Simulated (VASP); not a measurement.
Wanted: the native input for a VASP 6.6.1 run.

```
Task                   : single point
Functional             : PBE
Potentials or basis    : VASP PAW PBE potentials, release 64 (Hg)
Cutoff                 : 520 eV
k mesh                 : 12 × 12 × 12
Occupations            : gaussian, width 0.05 eV
Spin                   : no spin polarisation
Dipole correction      : no
Further INCAR settings : ALGO = Fast; EDIFF = 1e-06; NBANDS = 12
```

The structure of Hg lies in POSCAR:

```
Hg
1.0
   -1.8767364354      1.8767364354      1.9168448550
    1.8767364354     -1.8767364354      1.9168448550
    1.8767364354      1.8767364354     -1.9168448550
Hg
1
Direct
    0.5000000000      0.5000000000      0.0000000000
```

The input as run:

INCAR

```
PREC = Accurate
ENCUT = 520
EDIFF = 1E-6
ISMEAR = 0
SIGMA = 0.05
LREAL = False
LASPH = True
NELM = 100
ALGO = Fast
ISIF = 2
LWAVE = False
LCHARG = False
GGA = PE
NBANDS = 12
```

KPOINTS

```
Automatic mesh
0
Gamma
  12 12 12
```

Potentials or basis: VASP PAW PBE potentials, release 64 (Hg).

The run is started by

```bash
$ cat potpaw_PBE.64/Hg/POTCAR > POTCAR
$ mpirun -np 1 vasp_std > vasp.out
```

Results of the run:

```json
{"Pressure": "1.1 GPa", "Band gap on the k mesh": "zero (band 6 reaches 4.02 eV, above the bottom of band 7 at 0.89 eV)"}
```

Caveat: spin-orbit coupling is left out, which moves the levels of the heavy elements.

It took 10 s on 1 thread of Intel(R) Xeon(R) 6975P-C (Granite Rapids), with other jobs on the host, peak memory 0.17 GiB.
